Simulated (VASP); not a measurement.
# KI (I4mm) in VASP: notebook, part 2 of 2

VASP 6.6.1. The steps go on from the part before.

### Step 4. Single point, LDA (atoms displaced along a vibrational mode, the cell strained)

INCAR reads:

```
SYSTEM = KI
PREC     = Accurate       ! precision mode
ENCUT    = 520            ! plane-wave cutoff, eV
EDIFF    = 1E-7           ! SCF threshold, eV
ISMEAR   = 0              ! smearing method
SIGMA    = 0.05           ! smearing width, eV
LREAL    = .FALSE.        ! projectors in reciprocal space
LASPH    = .TRUE.         ! aspherical terms in the spheres
NELM     = 60             ! most SCF steps
ALGO     = Normal         ! electronic algorithm
ISIF     = 2              ! what is computed and relaxed
LWAVE    = .FALSE.        ! write WAVECAR
LCHARG   = .FALSE.        ! write CHGCAR
GGA      = CA             ! functional
NBANDS   = 15             ! bands
```

KPOINTS reads:

```
Automatic mesh
0
G
  6 6 6
  0 0 0
```

POSCAR reads:

```
KI
1.0
    0.0000000000      3.4562963656      3.4109309835
    3.4562963656      0.0000000000      3.4109309835
    3.4562963656      3.4562963656      0.0000000000
K I
1 1
Direct
   -0.0289656989     -0.0289656989      0.0289656989
    0.5089241111      0.5089241111      0.4910758889
```

Potentials or basis: VASP PAW LDA potentials, release 64 (K_sv, I).

Run with:

```sh
cat potpaw_LDA.64/K_sv/POTCAR potpaw_LDA.64/I/POTCAR > POTCAR
mpirun -np 1 vasp_std > vasp.out
```

OUTCAR:

```text
SYSTEM = KI
   PREC = Accurate
   ENCUT = 520
   EDIFF = 1E-7
   ISMEAR = 0
   LREAL = .FALSE.
   LASPH = .TRUE.
   NELM = 60
   ISIF = 2
   GGA = CA

 ion  position               nearest neighbor table
   1  0.971  0.971  0.029-   2 3.15   2 3.47   2 3.47   2 3.47   2 3.47   2 3.67
   2  0.509  0.509  0.491-   1 3.15   1 3.47   1 3.47   1 3.47   1 3.47   1 3.67

  LATTYP: Found a body centered tetragonal cell.
 ALAT       =     4.8879411958
 C/A-ratio  =     1.3956513988

  Lattice vectors:

 A1 = (   0.0000000000,  -3.4562963656,  -3.4109309835)
 A2 = (   0.0000000000,   3.4562963656,  -3.4109309835)
 A3 = (   3.4562963656,   0.0000000000,   3.4109309835)

Analysis of symmetry for initial positions (statically):
=====================================================================
 Subroutine PRICEL returns:
 Original cell was already a primitive cell.

 Routine SETGRP: Setting up the symmetry group for a
 body centered tetragonal supercell.

 Subroutine GETGRP returns: Found  8 space group operations
 (whereof  8 operations were pure point group operations)
 out of a pool of 16 trial point group operations.

The static configuration has the point symmetry C_4v.

Analysis of symmetry for dynamics (positions and initial velocities):
[... 170 lines left out ...]
      3     -11.9293      2.00000
      4     -11.9293      2.00000
      5     -10.8662      2.00000
      6      -0.2137      2.00000
      7      -0.2137      2.00000
      8      -0.2006      2.00000
      9       3.6113      0.00000
     10       6.0760      0.00000
     11       6.0760      0.00000
     12       6.1388      0.00000
     13       6.8528      0.00000
     14       7.0233      0.00000
[... 401 lines left out ...]
      2     -12.0720      2.00000
      3     -11.9837      2.00000
      4     -11.9556      2.00000
      5     -10.6083      2.00000
      6      -1.3327      2.00000
      7      -0.8164      2.00000
      8      -0.6103      2.00000
      9       4.8495      0.00000
     10       5.9726      0.00000
     11       7.5283      0.00000
     12       7.9711      0.00000
     13       8.7100      0.00000
     14       9.0693      0.00000
     15       9.5995      0.00000

 [... further k-points ...]
[... 5 lines left out ...]
  --------------------------------------------------------------------------------------
  -------------------------------------------------------------------------------------
  Total       -0.3003867     -0.3003867      0.6705896      0.0000000      0.0000000      0.0000000
  in kB       -5.9056323     -5.9056323     13.1838576      0.0000000      0.0000000      0.0000000
  external PRESSURE =       0.4575310 kB  Pullay stress =       0.0000000 kB

 VOLUME and BASIS-vectors are now :
 -----------------------------------------------------------------------------
  energy-cutoff  :      520.00
  volume of cell :       81.49
      direct lattice vectors                 reciprocal lattice vectors
     0.000000000  3.456296366  3.410930984    -0.144663520  0.144663520  0.146587545
     3.456296366  0.000000000  3.410930984     0.144663520 -0.144663520  0.146587545
     3.456296366  3.456296366  0.000000000     0.144663520  0.144663520 -0.146587545

 POSITION                                       TOTAL-FORCE (eV/Angst)
 -----------------------------------------------------------------------------------
      3.45630      3.45630      6.62426         0.000000      0.000000      0.460948
      3.45630      3.45630      3.47181         0.000000      0.000000     -0.460948
 -----------------------------------------------------------------------------------
    total drift:                                0.000000      0.000000     -0.000219

  FREE ENERGIE OF THE ION-ELECTRON SYSTEM (eV)
  ---------------------------------------------------
  free  energy   TOTEN  =        -6.1081812660 eV

  energy  without entropy=       -6.1081812660  energy(sigma->0) =       -6.10818127
```

stdout:

```text
POSCAR found type information on POSCAR K I
 POSCAR found :  2 types and       2 ions
 scaLAPACK will be used
 LDA part: xc-table for (Slater(with rela. corr.)+CA(PZ))
 , standard interpolation
 POSCAR, INCAR and KPOINTS ok, starting setup
 FFT: planning ... GRIDC
 FFT: planning ... GRID_SOFT
 FFT: planning ... GRID
 WAVECAR not read
 entering main loop
```

Wall time 67 s (1 thread of AMD EPYC 7R13, shared host); peak memory 0.16 GiB.

Results:

* Free energy: -6.1082 eV
* Pressure: 0.0 GPa
* Largest force: 0.461 eV/Å
* Band gap on the k mesh: 3.81 eV

Forces in eV/Å, atoms in the order of the input:
```
K    0.000  0.000  0.461
I    0.000  0.000 -0.461
```

Caveat: the cell differs from its parent crystal (atoms displaced along a vibrational mode, the cell strained); spin-orbit coupling is left out, which moves the levels of the heavy elements.

### Step 5. Single point, LDA (atoms displaced along a vibrational mode, the cell strained)

INCAR reads:

```
SYSTEM = KI
PREC = Accurate
ENCUT = 520
EDIFF = 1E-7
ISMEAR = 0
SIGMA = 0.05
LREAL = .False.
LASPH = .True.
NELM = 60
ALGO = Normal
ISIF = 2
LWAVE = .False.
LCHARG = .False.
NBANDS = 15
```

KPOINTS reads:

```
regular mesh
0
Gamma
  6 6 6
  0 0 0
```

POSCAR reads:

```
KI
1.0
    0.0000000000      3.4562963656      3.4109309835
    3.4562963656      0.0000000000      3.4109309835
    3.4562963656      3.4562963656      0.0000000000
K I
1 1
Direct
   -0.0579313979     -0.0579313979      0.0579313979
    0.5178482222      0.5178482222      0.4821517778
```

Run with:

```sh
cat potpaw_LDA.64/K_sv/POTCAR potpaw_LDA.64/I/POTCAR > POTCAR
mpirun -np 1 vasp_std > vasp.out
```

Run time: 77 s. Hardware: 1 thread of AMD EPYC 7R13, shared host; peak memory 0.16 GiB.

It converged, with:

* Free energy: -5.8849 eV
* Pressure: 1.5 GPa
* Largest force: 1.392 eV/Å
* Band gap on the k mesh: 3.81 eV

Forces in eV/Å, atoms in the order of the input:
```
K    0.000  0.000  1.392
I    0.000  0.000 -1.392
```

Stress tensor (GPa, compression positive):
```
-0.82  0.00  0.00
 0.00 -0.82  0.00
 0.00  0.00  6.09
```

Levels at points of the mesh, in eV from the valence-band top:
| k point | band 6 | band 7 | band 8 | band 9 | band 10 | band 11 |
| --- | --- | --- | --- | --- | --- | --- |
| (0.00, 0.00, 0.00) | -0.06 | -0.06 | 0.00 | 3.81 | 6.46 | 6.46 |
| (0.50, 0.00, 0.00) | -1.52 | -0.39 | -0.33 | 5.27 | 7.34 | 7.86 |
| (0.50, 0.50, 0.00) | -1.00 | -0.41 | -0.41 | 4.58 | 5.64 | 7.50 |
| (0.50, 0.00, 0.50) | -1.14 | -0.51 | -0.34 | 4.84 | 5.62 | 8.08 |

Caveat: the cell differs from its parent crystal (atoms displaced along a vibrational mode, the cell strained); the stress differs along the axes, from -1 to 6 GPa; spin-orbit coupling is left out, which moves the levels of the heavy elements; forces of over 1 eV/Å act on the atoms, so gaps and moduli don't describe the material at rest.

### Step 6. Single point, LDA (atoms displaced along a vibrational mode, the cell strained)

INCAR reads:

```
SYSTEM = KI
PREC = Accurate ; ENCUT = 520
EDIFF = 1E-7 ; ISMEAR = 0
SIGMA = 0.05 ; LREAL = .False.
LASPH = .True. ; NELM = 60
ALGO = Normal ; ISIF = 2
LWAVE = .False. ; LCHARG = .True.
LELF = .True. ; LVHAR = .True.
NBANDS = 15
```

KPOINTS reads:

```
Automatic mesh
0
Gamma
  6 6 6
  0 0 0
```

POSCAR reads:

```
KI
1.0
    0.0000000000      3.5020028408      3.4109309835
    3.5020028408      0.0000000000      3.4109309835
    3.5020028408      3.5020028408      0.0000000000
K I
1 1
Direct
   -0.0144828495     -0.0144828495      0.0144828495
    0.5044620555      0.5044620555      0.4955379445
```

Potentials or basis: VASP PAW LDA potentials, release 64 (K_sv, I).

Run with:

```sh
cat potpaw_LDA.64/K_sv/POTCAR potpaw_LDA.64/I/POTCAR > POTCAR
mpirun -np 1 vasp_std > vasp.out
```

OUTCAR:

```text
SYSTEM = KI
   PREC = Accurate
   ENCUT = 520
   EDIFF = 1E-7
   ISMEAR = 0
   LREAL = .False.
   LASPH = .True.
   NELM = 60
   ISIF = 2

 ion  position               nearest neighbor table
   1  0.986  0.986  0.014-   2 3.28   2 3.50   2 3.50   2 3.50   2 3.50   2 3.54
   2  0.504  0.504  0.496-   1 3.28   1 3.50   1 3.50   1 3.50   1 3.50   1 3.54

  LATTYP: Found a body centered tetragonal cell.
 ALAT       =     4.9525799129
 C/A-ratio  =     1.3774360206

  Lattice vectors:

 A1 = (   0.0000000000,  -3.5020028408,  -3.4109309835)
[... 611 lines left out ...]
     12       7.7712      0.00000
     13       8.4707      0.00000
     14       8.8838      0.00000
     15       9.3837      0.00000

 [... further k-points ...]
[... 5 lines left out ...]
  --------------------------------------------------------------------------------------
  -------------------------------------------------------------------------------------
  Total       -0.5032505     -0.5032505      0.0818266      0.0000000      0.0000000      0.0000000
  in kB       -9.6373776     -9.6373776      1.5670014      0.0000000      0.0000000      0.0000000
  external PRESSURE =      -5.9025846 kB  Pullay stress =       0.0000000 kB

 VOLUME and BASIS-vectors are now :
 -----------------------------------------------------------------------------
  energy-cutoff  :      520.00
  volume of cell :       83.66
      direct lattice vectors                 reciprocal lattice vectors
     0.000000000  3.502002841  3.410930984    -0.142775441  0.142775441  0.146587545
     3.502002841  0.000000000  3.410930984     0.142775441 -0.142775441  0.146587545
     3.502002841  3.502002841  0.000000000     0.142775441  0.142775441 -0.146587545

 POSITION                                       TOTAL-FORCE (eV/Angst)
 -----------------------------------------------------------------------------------
      3.50200      3.50200      6.72306         0.000000      0.000000      0.207357
      3.50200      3.50200      3.44137         0.000000      0.000000     -0.207357
 -----------------------------------------------------------------------------------
    total drift:                                0.000001      0.000001     -0.000019

  FREE ENERGIE OF THE ION-ELECTRON SYSTEM (eV)
  ---------------------------------------------------
  free  energy   TOTEN  =        -6.1402361437 eV

  energy  without entropy=       -6.1402361437  energy(sigma->0) =       -6.14023614
```

stdout:

```text
POSCAR found type information on POSCAR K I
 POSCAR found :  2 types and       2 ions
 scaLAPACK will be used
 LDA part: xc-table for (Slater(with rela. corr.)+CA(PZ))
 , standard interpolation
 POSCAR, INCAR and KPOINTS ok, starting setup
 FFT: planning ... GRIDC
 FFT: planning ... GRID_SOFT
 FFT: planning ... GRID
 WAVECAR not read
 entering main loop
```

Run time: 64 s. Hardware: 1 thread of AMD EPYC 7R13, shared host; peak memory 0.17 GiB.

What came out:

* Free energy: -6.1402 eV
* Pressure: -0.6 GPa
* Largest force: 0.207 eV/Å
* Band gap on the k mesh: 3.73 eV

Forces in eV/Å, atoms in the order of the input:
```
K    0.000  0.000  0.207
I    0.000  0.000 -0.207
```

Caveat: the cell differs from its parent crystal (atoms displaced along a vibrational mode, the cell strained); spin-orbit coupling is left out, which moves the levels of the heavy elements.

### Step 7. Overview

```tsv
cell	gap on the mesh (eV)	pressure (GPa)	largest force (eV/Å)
a = 4.856, b = 4.856, c = 4.888 Å, angles 59.8, 59.8, 60.4°, 2 atoms, atomic positions A	3.80	-0.3	0.20
a = 4.856, b = 4.856, c = 4.888 Å, angles 59.8, 59.8, 60.4°, 2 atoms, atomic positions B	3.82	0.6	0.83
a = 4.856, b = 4.856, c = 4.888 Å, angles 59.8, 59.8, 60.4°, 2 atoms, atomic positions C	3.81	0.0	0.46
a = 4.856, b = 4.856, c = 4.888 Å, angles 59.8, 59.8, 60.4°, 2 atoms, atomic positions D	3.81	1.5	1.39
a = 4.889, b = 4.889, c = 4.953 Å, angles 59.6, 59.6, 60.9°, 2 atoms, atomic positions A	3.73	-0.6	0.21
```

Alike in all rows: task single point; level LDA; potentials or basis VASP PAW LDA potentials, release 64 (K_sv, I); no spin polarisation; k mesh 6 × 6 × 6; cutoff (eV) 520; smearing gaussian 0.05 eV.

Caveats: spin-orbit coupling is left out, which moves the levels of the heavy elements; the stress differs along the axes, from -1 to 6 GPa (at least some runs); forces of over 1 eV/Å act on the atoms, so gaps and moduli don't describe the material at rest (at least some runs).

Total energies depend on the potentials used, so only differences within one code and one set of settings carry meaning.
